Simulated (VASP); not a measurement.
# Sr (I4/mmm) in VASP: further runs

Sr is run at these levels: PBE; tasks: single point.

All numbers are computed with VASP 6.6.1; they aren't measurements. Logs are shortened: lines on timing, memory, paths and dates and some standing lists are left out, and cuts for length are marked.

## 1. The cell of the first run

It takes space group I4/mmm (No. 139, tetragonal). The conventional cell has a = 4.410 Å, b = 4.410 Å, c = 6.389 Å, α = 90.00°, β = 90.00°, γ = 90.00°. Within 5.8 Å of Sr (site symmetry 4/mmm) lie 12 Sr at 4.41 to 4.46 Å.

## 2. Single point, PBE (strain +0.025 along x and y, +0.050 along z)

INCAR

```
ALGO = Fast ; EDIFF = 1E-7
ENCUT = 520 ; GGA = PE
ISIF = 2 ; ISMEAR = 0
LASPH = T ; LCHARG = F
LREAL = F ; LWAVE = F
NBANDS = 11 ; NELM = 80
PREC = Accurate ; SIGMA = 0.15
```

KPOINTS

```
k-points
0
Gamma
  14 14 14
```

POSCAR

```
Sr
1.0
    0.0000000000      3.1184087500      3.1944675000
    3.1184087500      0.0000000000      3.1944675000
    3.1184087500      3.1184087500      0.0000000000
Sr
1
Direct
    0.0000000000      0.0000000000      0.0000000000
```

Potentials or basis: VASP PAW PBE potentials, release 64 (Sr_sv).

Run with:

```
$ cat potpaw_PBE.64/Sr_sv/POTCAR > POTCAR
$ mpirun -np 1 vasp_std > vasp.out
```

OUTCAR:

```text
EDIFF = 1E-7
   ENCUT = 520
   GGA = PE
   ISIF = 2
   ISMEAR = 0
   LASPH = T
   LREAL = F
   NELM = 80
   PREC = Accurate

 ion  position               nearest neighbor table
   1  0.000  0.000  0.000-

  LATTYP: Found a body centered tetragonal cell.
 ALAT       =     4.4100959473
 C/A-ratio  =     1.4487065761

  Lattice vectors:

 A1 = (  -3.1184087500,   0.0000000000,   3.1944675000)
 A2 = (   3.1184087500,   0.0000000000,   3.1944675000)
 A3 = (   0.0000000000,   3.1184087500,  -3.1944675000)

Analysis of symmetry for initial positions (statically):
=====================================================================
 Subroutine PRICEL returns:
 Original cell was already a primitive cell.

 Routine SETGRP: Setting up the symmetry group for a
 body centered tetragonal supercell.

 Subroutine GETGRP returns: Found 16 space group operations
 (whereof 16 operations were pure point group operations)
 out of a pool of 16 trial point group operations.

The static configuration has the point symmetry D_4h.

Analysis of symmetry for dynamics (positions and initial velocities):
=====================================================================
 Subroutine PRICEL returns:
 Original cell was already a primitive cell.

 Routine SETGRP: Setting up the symmetry group for a
 body centered tetragonal supercell.

 Subroutine GETGRP returns: Found 16 space group operations
 (whereof 16 operations were pure point group operations)
 out of a pool of 16 trial point group operations.

The dynamic configuration has the point symmetry D_4h.

 Subroutine INISYM returns: Found 16 space group operations
 (whereof 16 operations are pure point group operations),
 and found     1 'primitive' translations

----------------------------------------------------------------------------------------

                                     Primitive cell

  volume of cell :      62.1290

  direct lattice vectors                    reciprocal lattice vectors
     0.000000000  3.118408750  3.194467500    -0.160338185  0.160338185  0.156520609
     3.118408750  0.000000000  3.194467500     0.160338185 -0.160338185  0.156520609
     3.118408750  3.118408750  0.000000000     0.160338185  0.160338185 -0.156520609

  length of vectors
     4.464201579  4.464201579  4.410095947     0.275527437  0.275527437  0.275527437

  position of ions in fractional coordinates (direct lattice)
     0.000000000  0.000000000  0.000000000

  ion indices of the primitive-cell ions
   primitive index   ion index
                 1           1

[... 77 lines left out ...]
   ISIF   =      2    stress and relaxation
   ISYM   =      2    0-nonsym 1-usesym 2-fastsym
   POTIM  = 0.5000    time-step for ionic-motion
   TEBEG  =    0.0;   TEEND  =   0.0 temperature during run
   PSTRESS=    0.0 pullay stress
   NELECT =      10.0000    total number of electrons
   NUPDOWN=      -1.0000    fix difference up-down
   EMIN   =  10.00;   EMAX   =-10.00  energy-range for DOS
   EFERMI =   0.00;   METHOD = LEGACY
   ISMEAR =     0;   SIGMA  =   0.15  broadening in eV -4-tet -1-fermi 0-gaus
   EFERMI_NEDOS =   21; number of points for ismear=-14 and -15
   IALGO  =     68    algorithm
   IMIX   =      4    mixing-type and parameters
     AMIX     =   0.40;   BMIX     =  1.00
     AMIX_MAG =   1.60;   BMIX_MAG =  1.00
  volume/ion in A,a.u.               =      62.13       419.27
  Fermi-wavevector in a.u.,A,eV,Ry     =   0.890519  1.682837 10.789754  0.793025
  Thomas-Fermi vector in A             =   2.012220
   LORBIT       =      0    0 simple, 1 ext, 2 COOP (PROOUT), +10 PAW based schemes
   GGA     = PE    functional components
   LHFCALC =     F    Hartree Fock is set to
   AEXX    =    0.0000 exact exchange contribution
   IVDW    =     0    specifies the selected vdW correction
   LEPSILON=     F    determine dielectric tensor
   LRPA    =     F    only Hartree local field effects (RPA)
 non-spin polarized calculation
 RMM-DIIS sequential band-by-band and
 Gauss-broadening in eV      SIGMA  =   0.15
  energy-cutoff  :      520.00
  volume of cell :       62.13
 maximum number of plane-waves:      1693
 NGX is ok and might be reduce to    36
   NGX = 17   NGY = 17   NGZ = 17

 number of electron      10.0000000 magnetization

 Free energy of the ion-electron system (eV)
  ---------------------------------------------------
  ext. energy  EPLUGINS =         0.00000000
  ---------------------------------------------------
  free energy    TOTEN  =        -1.61638141 eV

  energy without entropy =       -1.59990006  energy(sigma->0) =       -1.60814074

 E-fermi :   1.1684     XC(G=0):  -6.9921

 val. band max:        1.1618014692   @ k =   0.5000   0.0000   0.0714
 cond. band min:       1.1694154150   @ k =   0.5000   0.0714   0.0000
 fundamental gap:      0.0076139458
 Fermi energy:         1.1684139340

 k-point     1 :       0.0000    0.0000    0.0000
  band No.  band energies     occupation
      1     -35.6823      2.00000
      2     -17.5853      2.00000
      3     -17.5839      2.00000
      4     -17.5839      2.00000
      5      -2.2694      2.00000
      6       3.3173      0.00000
      7       3.4331      0.00000
      8       3.4331      0.00000
      9       4.5810      0.00000
     10       4.7619      0.00000
     11       7.9274      0.00000
[... 309 lines left out ...]
 k-point    24 :       0.2857    0.1429    0.0000
  band No.  band energies     occupation
      1     -35.6780      2.00000
      2     -17.6452      2.00000
      3     -17.6007      2.00000
      4     -17.5999      2.00000
      5      -1.2762      2.00000
      6       2.3640      0.00000
      7       3.2401      0.00000
      8       3.7639      0.00000
      9       4.1900      0.00000
     10       5.0689      0.00000
     11       7.8559      0.00000

 [... further k-points ...]
[... 5 lines left out ...]
  --------------------------------------------------------------------------------------
  -------------------------------------------------------------------------------------
  Total       -0.4408827     -0.4408827     -0.4934187      0.0000000     -0.0000000      0.0000000
  in kB      -11.3694392    -11.3694392    -12.7242345      0.0000000     -0.0000000      0.0000000
  external PRESSURE =     -11.8210377 kB  Pullay stress =       0.0000000 kB

 VOLUME and BASIS-vectors are now :
 -----------------------------------------------------------------------------
  energy-cutoff  :      520.00
  volume of cell :       62.13
      direct lattice vectors                 reciprocal lattice vectors
     0.000000000  3.118408750  3.194467500    -0.160338185  0.160338185  0.156520609
     3.118408750  0.000000000  3.194467500     0.160338185 -0.160338185  0.156520609
     3.118408750  3.118408750  0.000000000     0.160338185  0.160338185 -0.156520609

 POSITION                                       TOTAL-FORCE (eV/Angst)
 -----------------------------------------------------------------------------------
      0.00000      0.00000      0.00000        -0.000000      0.000000     -0.000000
 -----------------------------------------------------------------------------------
    total drift:                               -0.000000      0.000000      0.000000

  FREE ENERGIE OF THE ION-ELECTRON SYSTEM (eV)
  ---------------------------------------------------
  free  energy   TOTEN  =        -1.6163814129 eV

  energy  without entropy=       -1.5999000635  energy(sigma->0) =       -1.60814074
```

Run time: 3.2 min. Hardware: 1 thread of Intel Xeon 6975P-C (Granite Rapids), shared host; peak memory 0.32 GiB.

What came out:

| Quantity | Value |
| --- | --- |
| Free energy | -1.6164 eV |
| Pressure | -1.2 GPa |
| Band gap on the k mesh | zero (band 5 reaches 1.29 eV, above the bottom of band 6 at 1.13 eV) |

Stress tensor (GPa, compression positive):
```
-1.14  0.00  0.00
 0.00 -1.14  0.00
 0.00  0.00 -1.27
```

Levels at points of the mesh, in eV from the Fermi level:
```csv
k point,band 3,band 4,band 5,band 6,band 7,band 8
"(0.00, 0.00, 0.00)",-18.75,-18.75,-3.44,2.15,2.26,2.26
"(0.50, 0.00, 0.00)",-18.77,-18.77,-1.05,-0.04,2.02,2.16
"(0.50, 0.50, 0.00)",-18.79,-18.79,-0.55,0.48,0.72,4.42
"(0.50, 0.00, 0.50)",-18.80,-18.80,-0.48,0.44,0.90,4.39
```

Caveat: the cell differs from its parent crystal (strain +0.025 along x and y, +0.050 along z).

## 3. Single point, PBE (strain +0.050 along x and y, +0.025 along z)

INCAR

```
ALGO = Fast
EDIFF = 1E-6
ENCUT = 520
GGA = PE
ISIF = 2
ISMEAR = 0
LASPH = True
LCHARG = True
LELF = True
LREAL = False
LVHAR = True
LWAVE = False
NBANDS = 11
NELM = 80
PREC = Accurate
SIGMA = 0.15
```

KPOINTS is that of step 2.

POSCAR

```
Sr
1.0
    0.0000000000      3.1944675000      3.1184087500
    3.1944675000      0.0000000000      3.1184087500
    3.1944675000      3.1944675000      0.0000000000
Sr
1
Direct
    0.0000000000      0.0000000000      0.0000000000
```

Potentials or basis: VASP PAW PBE potentials, release 64 (Sr_sv).

Run with:

```
$ cat potpaw_PBE.64/Sr_sv/POTCAR > POTCAR
$ mpirun -np 1 vasp_std > vasp.out
```

OUTCAR:

```text
EDIFF = 1E-6
   ENCUT = 520
   GGA = PE
   ISIF = 2
   ISMEAR = 0
   LASPH = True
   LREAL = False
   NELM = 80
   PREC = Accurate

 ion  position               nearest neighbor table
   1  0.000  0.000  0.000-

  LATTYP: Found a body centered tetragonal cell.
 ALAT       =     4.5176592631
 C/A-ratio  =     1.3805418109

  Lattice vectors:

 A1 = (   0.0000000000,  -3.1944675000,  -3.1184087500)
 A2 = (   0.0000000000,   3.1944675000,  -3.1184087500)
 A3 = (   3.1944675000,   0.0000000000,   3.1184087500)

Analysis of symmetry for initial positions (statically):
=====================================================================
 Subroutine PRICEL returns:
 Original cell was already a primitive cell.

 Routine SETGRP: Setting up the symmetry group for a
 body centered tetragonal supercell.

 Subroutine GETGRP returns: Found 16 space group operations
 (whereof 16 operations were pure point group operations)
 out of a pool of 16 trial point group operations.

The static configuration has the point symmetry D_4h.

Analysis of symmetry for dynamics (positions and initial velocities):
=====================================================================
 Subroutine PRICEL returns:
 Original cell was already a primitive cell.

 Routine SETGRP: Setting up the symmetry group for a
 body centered tetragonal supercell.

 Subroutine GETGRP returns: Found 16 space group operations
 (whereof 16 operations were pure point group operations)
 out of a pool of 16 trial point group operations.

The dynamic configuration has the point symmetry D_4h.

 Subroutine INISYM returns: Found 16 space group operations
 (whereof 16 operations are pure point group operations),
 and found     1 'primitive' translations

----------------------------------------------------------------------------------------

                                     Primitive cell

  volume of cell :      63.6444

  direct lattice vectors                    reciprocal lattice vectors
     0.000000000  3.194467500  3.118408750    -0.156520609  0.156520609  0.160338185
     3.194467500  0.000000000  3.118408750     0.156520609 -0.156520609  0.160338185
     3.194467500  3.194467500  0.000000000     0.156520609  0.156520609 -0.160338185

  length of vectors
     4.464201579  4.464201579  4.517659263     0.273323501  0.273323501  0.273323501

  position of ions in fractional coordinates (direct lattice)
     0.000000000  0.000000000  0.000000000

  ion indices of the primitive-cell ions
   primitive index   ion index
                 1           1

----------------------------------------------------------------------------------------

 KPOINTS: k-points

Automatic generation of k-mesh.
 Grid dimensions read from file:
 generate k-points for:   14   14   14

 Generating k-lattice:

  Cartesian coordinates                     Fractional coordinates (reciprocal lattice)
    -0.011180044  0.011180044  0.011452728     0.071428571  0.000000000  0.000000000
     0.011180044 -0.011180044  0.011452728     0.000000000  0.071428571  0.000000000
     0.011180044  0.011180044 -0.011452728    -0.000000000 -0.000000000  0.071428571

  Length of vectors
     0.019523107  0.019523107  0.019523107

  Shift w.r.t. Gamma in fractional coordinates (k-lattice)
     0.000000000  0.000000000  0.000000000

 Subroutine IBZKPT returns following result:
 ===========================================

 Found    244 irreducible k-points:

 Following reciprocal coordinates:
            Coordinates               Weight
  0.000000  0.000000  0.000000      1.000000
  0.071429  0.000000  0.000000      8.000000
  0.142857  0.000000  0.000000      8.000000
  0.214286  0.000000  0.000000      8.000000
  0.285714  0.000000  0.000000      8.000000
  0.357143  0.000000  0.000000      8.000000
[... 16 lines left out ...]
  0.214286  0.142857  0.000000      8.000000
  0.285714  0.142857  0.000000      8.000000
 [... further k-points ...]
   k-points           NKPTS =    244   k-points in BZ     NKDIM =    244   number of bands    NBANDS=     11
   number of dos      NEDOS =    301   number of ions     NIONS =      1
   total plane-waves  NPLWV =  46656
   dimension x,y,z NGX =    36 NGY =   36 NGZ =   36
   dimension x,y,z NGXF=    72 NGYF=   72 NGZF=   72
   ions per type =               1
   NGX,Y,Z   is equivalent  to a cutoff of  13.41, 13.41, 13.25 a.u.
   NGXF,Y,Z  is equivalent  to a cutoff of  26.81, 26.81, 26.50 a.u.
 SYSTEM =  unknown system
   PREC   = accura    normal or accurate (medium, high low for compatibility)
   ISTART =      0    job   : 0-new  1-cont  2-samecut
   ICHARG =      2    charge: 1-file 2-atom 10-const
   ISPIN  =      1    spin polarized calculation?
   LNONCOLLINEAR =      F non collinear calculations
   LSORBIT =      F    spin-orbit coupling
   LASPH  =      T    aspherical Exc in radial PAW
   ENCUT  =  520.0 eV  38.22 Ry    6.18 a.u.   8.30  8.30  8.40*2*pi/ulx,y,z
   NELM   =     80;   NELMIN=  2; NELMDL= -5     # of ELM steps
   EDIFF  = 0.1E-05   stopping-criterion for ELM
   LREAL  =      F    real-space projection
   EDIFFG = 0.1E-04   stopping-criterion for IOM
   NSW    =      0    number of steps for IOM
   IBRION =     -1    ionic relax: 0-MD 1-quasi-New 2-CG
   NFREE  =      0    steps in history (QN), initial steepest desc. (CG)
   ISIF   =      2    stress and relaxation
   ISYM   =      2    0-nonsym 1-usesym 2-fastsym
   POTIM  = 0.5000    time-step for ionic-motion
   TEBEG  =    0.0;   TEEND  =   0.0 temperature during run
   PSTRESS=    0.0 pullay stress
   NELECT =      10.0000    total number of electrons
   NUPDOWN=      -1.0000    fix difference up-down
   EMIN   =  10.00;   EMAX   =-10.00  energy-range for DOS
   EFERMI =   0.00;   METHOD = LEGACY
   ISMEAR =     0;   SIGMA  =   0.15  broadening in eV -4-tet -1-fermi 0-gaus
   EFERMI_NEDOS =   21; number of points for ismear=-14 and -15
   IALGO  =     68    algorithm
   IMIX   =      4    mixing-type and parameters
     AMIX     =   0.40;   BMIX     =  1.00
     AMIX_MAG =   1.60;   BMIX_MAG =  1.00
  volume/ion in A,a.u.               =      63.64       429.49
  Fermi-wavevector in a.u.,A,eV,Ry     =   0.883395  1.669374 10.617801  0.780386
  Thomas-Fermi vector in A             =   2.004155
   LORBIT       =      0    0 simple, 1 ext, 2 COOP (PROOUT), +10 PAW based schemes
   GGA     = PE    functional components
   LHFCALC =     F    Hartree Fock is set to
   AEXX    =    0.0000 exact exchange contribution
   IVDW    =     0    specifies the selected vdW correction
   LEPSILON=     F    determine dielectric tensor
   LRPA    =     F    only Hartree local field effects (RPA)
 non-spin polarized calculation
 RMM-DIIS sequential band-by-band and
 Gauss-broadening in eV      SIGMA  =   0.15
  energy-cutoff  :      520.00
  volume of cell :       63.64
 maximum number of plane-waves:      1751
 NGX is ok and might be reduce to    36
   NGX = 17   NGY = 17   NGZ = 17

 number of electron      10.0000000 magnetization

 Free energy of the ion-electron system (eV)
  ---------------------------------------------------
  ext. energy  EPLUGINS =         0.00000000
  ---------------------------------------------------
  free energy    TOTEN  =        -1.60450747 eV

  energy without entropy =       -1.58784274  energy(sigma->0) =       -1.59617511

 E-fermi :   1.0918     XC(G=0):  -6.9236

 val. band max:        1.0912462692   @ k =  -0.4286   0.2143   0.0714
 cond. band min:       1.0931244743   @ k =  -0.3571   0.3571   0.0000
 fundamental gap:      0.0018782052
 Fermi energy:         1.0918152155

 k-point     1 :       0.0000    0.0000    0.0000
  band No.  band energies     occupation
      1     -35.8066      2.00000
      2     -17.7106      2.00000
      3     -17.7106      2.00000
      4     -17.7095      2.00000
      5      -2.3055      2.00000
      6       3.2564      0.00000
      7       3.2564      0.00000
      8       3.3665      0.00000
      9       4.4527      0.00000
     10       4.6191      0.00000
     11       7.7831      0.00000

 k-point     2 :       0.0714    0.0000    0.0000
  band No.  band energies     occupation
      1     -35.8063      2.00000
      2     -17.7159      2.00000
      3     -17.7115      2.00000
      4     -17.7105      2.00000
      5      -2.2337      2.00000
      6       3.1687      0.00000
      7       3.2893      0.00000
      8       3.3757      0.00000
      9       4.4133      0.00000
     10       4.5720      0.00000
     11       7.9670      0.00000
[... 295 lines left out ...]
 k-point    24 :       0.2857    0.1429    0.0000
  band No.  band energies     occupation
      1     -35.8025      2.00000
      2     -17.7677      2.00000
      3     -17.7279      2.00000
      4     -17.7247      2.00000
      5      -1.2877      2.00000
      6       2.2795      0.00000
      7       3.2724      0.00000
      8       3.5244      0.00000
      9       4.0529      0.00000
     10       4.8525      0.00000
     11       7.5954      0.00000

 [... further k-points ...]
[... 5 lines left out ...]
  --------------------------------------------------------------------------------------
  -------------------------------------------------------------------------------------
  Total       -0.5509724     -0.5509724     -0.5103052      0.0000000      0.0000000     -0.0000000
  in kB      -13.8701267    -13.8701267    -12.8463761      0.0000000      0.0000000     -0.0000000
  external PRESSURE =     -13.5288765 kB  Pullay stress =       0.0000000 kB

 VOLUME and BASIS-vectors are now :
 -----------------------------------------------------------------------------
  energy-cutoff  :      520.00
  volume of cell :       63.64
      direct lattice vectors                 reciprocal lattice vectors
     0.000000000  3.194467500  3.118408750    -0.156520609  0.156520609  0.160338185
     3.194467500  0.000000000  3.118408750     0.156520609 -0.156520609  0.160338185
     3.194467500  3.194467500  0.000000000     0.156520609  0.156520609 -0.160338185

 POSITION                                       TOTAL-FORCE (eV/Angst)
 -----------------------------------------------------------------------------------
      0.00000      0.00000      0.00000         0.000000      0.000000      0.000000
 -----------------------------------------------------------------------------------
    total drift:                               -0.000000      0.000000      0.000000

  FREE ENERGIE OF THE ION-ELECTRON SYSTEM (eV)
  ---------------------------------------------------
  free  energy   TOTEN  =        -1.6045074744 eV

  energy  without entropy=       -1.5878427437  energy(sigma->0) =       -1.59617511
```

stdout:

```text
POSCAR found type information on POSCAR Sr
 POSCAR found :  1 types and       1 ions
 scaLAPACK will be used
 LDA part: xc-table for (Slater+PW92), standard interpolation
 POSCAR, INCAR and KPOINTS ok, starting setup
 FFT: planning ... GRIDC
 FFT: planning ... GRID_SOFT
 FFT: planning ... GRID
 WAVECAR not read
 entering main loop
WARNING in EDDRMM: call to ZHEGV failed, returncode =   8  4      8
WARNING in EDDRMM: call to ZHEGV failed, returncode =   8  4      5
```

Wall time 2.7 min (1 thread of Intel Xeon 6975P-C (Granite Rapids), shared host); peak memory 0.33 GiB.

Results:

| Item | Value |
| --- | --- |
| Free energy | -1.6045 eV |
| Pressure | -1.4 GPa |
| Band gap on the k mesh | zero (band 5 reaches 1.23 eV, above the bottom of band 6 at 1.04 eV) |

Caveat: the cell differs from its parent crystal (strain +0.050 along x and y, +0.025 along z).

(Part 1 of 2 ends here.)
